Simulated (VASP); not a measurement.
# Hg (P6_3/mmc) in VASP: a series of runs

Hg is run at these levels: PBE+D3(BJ); tasks: single point.

All numbers are computed with VASP 6.6.1; they aren't measurements. Logs are shortened: lines on timing, memory, paths and dates and some standing lists are left out, and cuts for length are marked.

### 1 The cell of the first run

Symmetry: P6_3/mmc, No. 194, hexagonal system. The conventional cell has a = 3.520 Å, b = 3.520 Å, c = 4.810 Å, α = 90.00°, β = 90.00°, γ = 120.00°. Hg (site symmetry -6m2) has 12 Hg at 3.15 to 3.52 Å within 4.1 Å.

### 2 Single point, PBE+D3(BJ)

The input, INCAR:

```
PREC = Accurate
ENCUT = 520
EDIFF = 1E-6
ISMEAR = 0
SIGMA = 0.15
LREAL = F
LASPH = T
NELM = 80
ALGO = Normal
ISIF = 2
LWAVE = F
LCHARG = T
GGA = PE
IVDW = 12
LELF = T
LVHAR = T
NBANDS = 19
```

The input, KPOINTS:

```
regular mesh
0
Gamma
  15 15 8
```

The input, POSCAR:

```
Hg
1.0
    3.5198000000      0.0000000000      0.0000000000
   -1.7599000000      3.0482362162      0.0000000000
    0.0000000000      0.0000000000      4.8104000000
Hg
2
Direct
    0.6666666667      0.3333333333      0.7500000000
    0.3333333333      0.6666666667      0.2500000000
```

Potentials or basis: VASP PAW PBE potentials, release 64 (Hg).

Run with:

```
> cat potpaw_PBE.64/Hg/POTCAR > POTCAR
> mpirun -np 1 vasp_std > vasp.out
```

OUTCAR:

```text
PREC = Accurate
   ENCUT = 520
   EDIFF = 1E-6
   ISMEAR = 0
   LREAL = F
   LASPH = T
   NELM = 80
   ISIF = 2
   GGA = PE
   IVDW = 12
 IVDW          = 12

 ion  position               nearest neighbor table
   1  0.667  0.333  0.750-   2 3.15   2 3.15   2 3.15   2 3.15   2 3.15   2 3.15
   2  0.333  0.667  0.250-   1 3.15   1 3.15   1 3.15   1 3.15   1 3.15   1 3.15

  LATTYP: Found a hexagonal cell.
 ALAT       =     3.5198000000
 C/A-ratio  =     1.3666685607

  Lattice vectors:

 A1 = (   3.5198000000,   0.0000000000,   0.0000000000)
 A2 = (  -1.7599000000,   3.0482362162,   0.0000000000)
 A3 = (   0.0000000000,   0.0000000000,   4.8104000000)

Analysis of symmetry for initial positions (statically):
=====================================================================
 Subroutine PRICEL returns:
 Original cell was already a primitive cell.

 Routine SETGRP: Setting up the symmetry group for a
 hexagonal supercell.

 Subroutine GETGRP returns: Found 24 space group operations
 (whereof 12 operations were pure point group operations)
 out of a pool of 24 trial point group operations.

The static configuration has the point symmetry D_3d.
 The point group associated with its full space group is D_6h.

Analysis of symmetry for dynamics (positions and initial velocities):
=====================================================================
 Subroutine PRICEL returns:
 Original cell was already a primitive cell.

 Routine SETGRP: Setting up the symmetry group for a
 hexagonal supercell.

 Subroutine GETGRP returns: Found 24 space group operations
 (whereof 12 operations were pure point group operations)
 out of a pool of 24 trial point group operations.

The dynamic configuration has the point symmetry D_3d.
 The point group associated with its full space group is D_6h.

 Subroutine INISYM returns: Found 24 space group operations
 (whereof 12 operations are pure point group operations),
 and found     1 'primitive' translations

----------------------------------------------------------------------------------------

                                     Primitive cell

  volume of cell :      51.6117

  direct lattice vectors                    reciprocal lattice vectors
     3.519800000  0.000000000  0.000000000     0.284107052  0.164029283  0.000000000
    -1.759900000  3.048236216  0.000000000     0.000000000  0.328058565  0.000000000
     0.000000000  0.000000000  4.810400000     0.000000000  0.000000000  0.207882920

  length of vectors
     3.519800000  3.519800000  4.810400000     0.328058565  0.328058565  0.207882920

  position of ions in fractional coordinates (direct lattice)
     0.666666667  0.333333333  0.750000000
     0.333333333  0.666666667  0.250000000

  ion indices of the primitive-cell ions
   primitive index   ion index
                 1           1
                 2           2

----------------------------------------------------------------------------------------

 KPOINTS: regular mesh

Automatic generation of k-mesh.
 Grid dimensions read from file:
 generate k-points for:   15   15    8

 Generating k-lattice:

  Cartesian coordinates                     Fractional coordinates (reciprocal lattice)
     0.018940470  0.010935286  0.000000000     0.066666667 -0.000000000  0.000000000
     0.000000000  0.021870571  0.000000000     0.000000000  0.066666667  0.000000000
     0.000000000  0.000000000  0.025985365     0.000000000  0.000000000  0.125000000

  Length of vectors
     0.021870571  0.021870571  0.025985365

  Shift w.r.t. Gamma in fractional coordinates (k-lattice)
     0.000000000  0.000000000  0.000000000

 Subroutine IBZKPT returns following result:
 ===========================================

 Found    135 irreducible k-points:

 Following reciprocal coordinates:
            Coordinates               Weight
  0.000000  0.000000  0.000000      1.000000
  0.066667  0.000000  0.000000      6.000000
  0.133333  0.000000  0.000000      6.000000
  0.200000  0.000000  0.000000      6.000000
  0.266667  0.000000  0.000000      6.000000
  0.333333  0.000000  0.000000      6.000000
[... 16 lines left out ...]
  0.333333  0.200000  0.000000     12.000000
  0.400000  0.200000  0.000000      6.000000
 [... further k-points ...]
   k-points           NKPTS =    135   k-points in BZ     NKDIM =    135   number of bands    NBANDS=     19
   number of dos      NEDOS =    301   number of ions     NIONS =      2
   total plane-waves  NPLWV =  28224
   dimension x,y,z NGX =    28 NGY =   28 NGZ =   36
   dimension x,y,z NGXF=    56 NGYF=   56 NGZF=   72
   ions per type =               2
   NGX,Y,Z   is equivalent  to a cutoff of  13.22, 13.22, 12.44 a.u.
   NGXF,Y,Z  is equivalent  to a cutoff of  26.45, 26.45, 24.88 a.u.
 SYSTEM =  unknown system
   PREC   = accura    normal or accurate (medium, high low for compatibility)
   ISTART =      0    job   : 0-new  1-cont  2-samecut
   ICHARG =      2    charge: 1-file 2-atom 10-const
   ISPIN  =      1    spin polarized calculation?
   LNONCOLLINEAR =      F non collinear calculations
   LSORBIT =      F    spin-orbit coupling
   LASPH  =      T    aspherical Exc in radial PAW
   ENCUT  =  520.0 eV  38.22 Ry    6.18 a.u.   6.54  6.54  8.94*2*pi/ulx,y,z
   NELM   =     80;   NELMIN=  2; NELMDL= -5     # of ELM steps
   EDIFF  = 0.1E-05   stopping-criterion for ELM
   LREAL  =      F    real-space projection
   EDIFFG = 0.1E-04   stopping-criterion for IOM
   NSW    =      0    number of steps for IOM
   IBRION =     -1    ionic relax: 0-MD 1-quasi-New 2-CG
   NFREE  =      0    steps in history (QN), initial steepest desc. (CG)
   ISIF   =      2    stress and relaxation
   ISYM   =      2    0-nonsym 1-usesym 2-fastsym
   POTIM  = 0.5000    time-step for ionic-motion
   TEBEG  =    0.0;   TEEND  =   0.0 temperature during run
   PSTRESS=    0.0 pullay stress
   NELECT =      24.0000    total number of electrons
   NUPDOWN=      -1.0000    fix difference up-down
   EMIN   =  10.00;   EMAX   =-10.00  energy-range for DOS
   EFERMI =   0.00;   METHOD = LEGACY
   ISMEAR =     0;   SIGMA  =   0.15  broadening in eV -4-tet -1-fermi 0-gaus
   EFERMI_NEDOS =   21; number of points for ismear=-14 and -15
   IALGO  =     38    algorithm
   IMIX   =      4    mixing-type and parameters
     AMIX     =   0.40;   BMIX     =  1.00
     AMIX_MAG =   1.60;   BMIX_MAG =  1.00
  volume/ion in A,a.u.               =      25.81       174.15
  Fermi-wavevector in a.u.,A,eV,Ry     =   1.268321  2.396780 21.886864  1.608639
  Thomas-Fermi vector in A             =   2.401422
   LORBIT       =      0    0 simple, 1 ext, 2 COOP (PROOUT), +10 PAW based schemes
   GGA     = PE    functional components
   LHFCALC =     F    Hartree Fock is set to
   AEXX    =    0.0000 exact exchange contribution
   IVDW    =    12    specifies the selected vdW correction
   LEPSILON=     F    determine dielectric tensor
   LRPA    =     F    only Hartree local field effects (RPA)
 non-spin polarized calculation
 Gauss-broadening in eV      SIGMA  =   0.15
  energy-cutoff  :      520.00
  volume of cell :       51.61
 maximum number of plane-waves:      1422
 NGX is ok and might be reduce to    28

 number of electron      24.0000003 magnetization

 Free energy of the ion-electron system (eV)
  ---------------------------------------------------
  ext. energy  EPLUGINS =         0.00000000
  ---------------------------------------------------
  free energy    TOTEN  =        -0.29290427 eV

  energy without entropy =       -0.28982018  energy(sigma->0) =       -0.29136223

 E-fermi :   2.1111     XC(G=0): -10.3543

 val. band max:        2.0678358799   @ k =   0.2667   0.1333   0.0000
 cond. band min:       2.1624997346   @ k =   0.4667   0.0000   0.5000
 fundamental gap:      0.0946638547
 Fermi energy:         2.1110768239

 k-point     1 :       0.0000    0.0000    0.0000
  band No.  band energies     occupation
      1      -6.3334      2.00000
      2      -5.4254      2.00000
      3      -4.7019      2.00000
      4      -4.7019      2.00000
      5      -4.6276      2.00000
      6      -4.6276      2.00000
[... 11 lines left out ...]
     18      14.3152      0.00000
     19      14.7763      0.00000

 k-point     2 :       0.0667    0.0000    0.0000
  band No.  band energies     occupation
      1      -6.2567      2.00000
      2      -5.3995      2.00000
      3      -4.7207      2.00000
      4      -4.7163      2.00000
      5      -4.6595      2.00000
      6      -4.6008      2.00000
[... 11 lines left out ...]
     18      15.0078      0.00000
     19      15.4623      0.00000

 k-point     3 :       0.1333    0.0000    0.0000
  band No.  band energies     occupation
      1      -6.0376      2.00000
      2      -5.3356      2.00000
      3      -4.7713      2.00000
      4      -4.7620      2.00000
      5      -4.7181      2.00000
      6      -4.5245      2.00000
[... 11 lines left out ...]
     18      15.4584      0.00000
     19      16.0310      0.00000

 k-point     4 :       0.2000    0.0000    0.0000
  band No.  band energies     occupation
      1      -5.7242      2.00000
      2      -5.2777      2.00000
      3      -4.8416      2.00000
      4      -4.8401      2.00000
      5      -4.7281      2.00000
      6      -4.4111      2.00000
[... 407 lines left out ...]
     18      11.1385      0.00000
     19      12.9565      0.00000

 k-point    23 :       0.3333    0.2000    0.0000
  band No.  band energies     occupation
      1      -5.3606      2.00000
      2      -5.2088      2.00000
      3      -5.1264      2.00000
      4      -4.8144      2.00000
      5      -4.5152      2.00000
      6      -4.3891      2.00000
[... 11 lines left out ...]
     18      10.8303      0.00000
     19      12.6752      0.00000

 k-point    24 :       0.4000    0.2000    0.0000
  band No.  band energies     occupation
      1      -5.3841      2.00000
      2      -5.2167      2.00000
      3      -5.1218      2.00000
      4      -4.8096      2.00000
      5      -4.4914      2.00000
      6      -4.4088      2.00000
[... 11 lines left out ...]
     18      10.7308      0.00000
     19      12.5851      0.00000

 [... further k-points ...]

------------------------ aborting loop because EDIFF is reached ----------------------------------------

 Edisp (eV)   -0.81249

 E8    (eV) :    -0.3688

  FORCE on cell =-STRESS in cart. coord.  units (eV):
  Direction    XX          YY          ZZ          XY          YZ          ZX
  --------------------------------------------------------------------------------------
  -------------------------------------------------------------------------------------
  Total       0.01113     0.01113    -0.14925     0.00000     0.00000     0.00000
  in kB       0.34560     0.34560    -4.63326     0.00000     0.00000     0.00000
  external pressure =       -1.31 kB  Pullay stress =        0.00 kB

 VOLUME and BASIS-vectors are now :
 -----------------------------------------------------------------------------
  energy-cutoff  :      520.00
  volume of cell :       51.61
      direct lattice vectors                 reciprocal lattice vectors
     3.519800000  0.000000000  0.000000000     0.284107052  0.164029283  0.000000000
    -1.759900000  3.048236216  0.000000000     0.000000000  0.328058565  0.000000000
     0.000000000  0.000000000  4.810400000     0.000000000  0.000000000  0.207882920

 POSITION                                       TOTAL-FORCE (eV/Angst)
 -----------------------------------------------------------------------------------
      1.75990      1.01608      3.60780        -0.000000      0.000000      0.000000
     -0.00000      2.03216      1.20260         0.000000     -0.000000      0.000000
 -----------------------------------------------------------------------------------
    total drift:                               -0.000000      0.000000     -0.000000

  FREE ENERGIE OF THE ION-ELECTRON SYSTEM (eV)
  ---------------------------------------------------
  free  energy   TOTEN  =        -1.1053913348 eV

  energy  without entropy=       -1.1023072405  energy(sigma->0) =       -1.10384929
```

Run time: 42 s. Hardware: 1 thread of Intel Xeon Platinum 8559C (Emerald Rapids), shared host; peak memory 0.25 GiB.

Results:

| Property | Result |
| --- | --- |
| Free energy | -1.1054 eV |
| Pressure | -0.1 GPa |
| Band gap on the k mesh | zero (bands 12 and 13 overlap by 1.08 eV) |
| Dispersion energy per atom | -0.406 eV |

Stress tensor (GPa, compression positive):
```
 0.03  0.00  0.00
 0.00  0.03  0.00
 0.00  0.00 -0.46
```

Caveat: spin-orbit coupling is left out, which moves the levels of the heavy elements.

### 3 Single point, PBE+D3(BJ)

This run uses another cell than the first one, of the same volume but with other edges.

The input, INCAR:

```
SYSTEM = Hg
PREC = Accurate
ENCUT = 520
EDIFF = 1E-6
ISMEAR = 0
SIGMA = 0.15
LREAL = .FALSE.
LASPH = .TRUE.
NELM = 100
ALGO = Normal
ISIF = 2
LWAVE = .FALSE.
LCHARG = .TRUE.
GGA = PE
IVDW = 12
LELF = .TRUE.
LVHAR = .TRUE.
NBANDS = 19
```

The input, KPOINTS:

```
regular mesh
0
G
  15 15 8
  0 0 0
```

The input, POSCAR:

```
Hg
1.0
    3.4640000000      0.0000000000      0.0000000000
   -1.7320000000      2.9999119987      0.0000000000
    0.0000000000      0.0000000000      4.9690000000
Hg
2
Direct
    0.6666666667      0.3333333333      0.7500000000
    0.3333333333      0.6666666667      0.2500000000
```

Potentials or basis: VASP PAW PBE potentials, release 64 (Hg).

Run with:

```
> cat potpaw_PBE.64/Hg/POTCAR > POTCAR
> mpirun -np 1 vasp_std > vasp.out
```

Run time: 44 s. Hardware: 1 thread of Intel Xeon Platinum 8559C (Emerald Rapids), shared host; peak memory 0.26 GiB.

It converged, with:

```
Free energy                : -1.1021 eV
Pressure                   : 0.0 GPa
Band gap on the k mesh     : zero (bands 12 and 13 overlap by 0.76 eV)
Dispersion energy per atom : -0.406 eV
```

Stress tensor (GPa, compression positive):
```
-0.07  0.00  0.00
 0.00 -0.07  0.00
 0.00  0.00  0.10
```

Levels at points of the mesh, in eV from the Fermi level:
```csv
k point,band 10,band 11,band 12,band 13,band 14,band 15
"(0.00, 0.00, 0.00)",-5.69,-5.69,-0.45,-0.29,10.24,10.24
"(0.00, 0.00, 0.50)",-5.86,-5.86,-5.86,8.61,8.61,11.50
```

Caveat: spin-orbit coupling is left out, which moves the levels of the heavy elements.
